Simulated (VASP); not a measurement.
V:

```xyz
1
Lattice="2.4625 0.0000 0.0000 0.0000 2.4625 0.0000 0.0000 0.0000 2.4625" Properties=species:S:1:pos:R:3 pbc="T T T"
V     0.0000    0.0000    0.0000
```

* Program: VASP 6.6.1
* Task: relaxation of cell and atoms
* Functional: PBEsol
* Potentials or basis: VASP PAW PBE potentials, release 64 (V_sv)
* Cutoff: 600 eV
* k mesh: 13 × 13 × 13
* Occupations: fermi-dirac, width 0.1 eV
* Spin: no spin polarisation

At the start: pressure -8.3 GPa; volume 14.93 Å³/atom.

Where does the relaxation end?

Over 3 steps the energy falls by 24.4 meV/atom and the volume is 14.04 Å³/atom (-6.0 %); space group Pm-3m (No. 221, to 0.05 Å).

Step by step:
| step | energy change (eV) | largest force (eV/Å) | pressure (GPa) | volume (Å³) |
| --- | --- | --- | --- | --- |
| 1 | 0.0000 | 0.0000 | -8.30 | 14.93 |
| 2 | -0.0059 | 0.0000 | 8.77 | 13.32 |
| 3 | -0.0244 | 0.0000 | -0.07 | 14.04 |

Final structure:
```yaml
crystal:
  lattice:
    - [2.41242, 0.00000, 0.00000]
    - [0.00000, 2.41242, 0.00000]
    - [0.00000, 0.00000, 2.41242]
  atoms:
    - { symbol: V, position: [0.00000, 0.00000, 0.00000] }
```

Caveat: the PAW data sets were made with another functional, which shifts forces and pressure a little.
